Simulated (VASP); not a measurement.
Crystal: CdSe.

```
Cd Se
1.0
     0.00000    3.07027    3.07027
     3.07027    0.00000    3.07027
     3.07027    3.07027    0.00000
Cd Se
1 1
Direct
  0.00000 0.00000 0.00000
  0.25000 0.25000 0.25000
```

| Property | Result |
| --- | --- |
| Program | VASP 6.6.1 |
| Task | relaxation of cell and atoms |
| Functional | PBE |
| Potentials or basis | VASP PAW PBE potentials, release 64 (Cd, Se) |
| Cutoff | 600 eV |
| k mesh | 6 × 6 × 6 |
| Occupations | fermi-dirac, width 0.05 eV |
| Spin | no spin polarisation |

At the start: pressure 1.5 GPa; volume 28.94 Å³/atom.

Question: How do energy, volume and symmetry change on relaxing?

Answer: Over 3 steps the energy falls by 4.3 meV/atom and the volume is 29.88 Å³/atom (+3.2 %); space group F-43m (No. 216, to 0.1 Å) before and after.

The path:
```tsv
step	energy change (eV)	largest force (eV/Å)	pressure (GPa)	volume (Å³)
1	0.0000	0.0000	1.54	57.88
2	-0.0081	0.0000	-0.36	60.24
3	-0.0087	0.0000	0.01	59.75
```

Final structure:
```yaml
crystal:
  lattice:
    - [0.00000, 3.10293, 3.10293]
    - [3.10293, 0.00000, 3.10293]
    - [3.10293, 3.10293, 0.00000]
  atoms:
    - { symbol: Cd, position: [0.00000, 0.00000, 0.00000] }
    - { symbol: Se, position: [0.25000, 0.25000, 0.25000] }
```
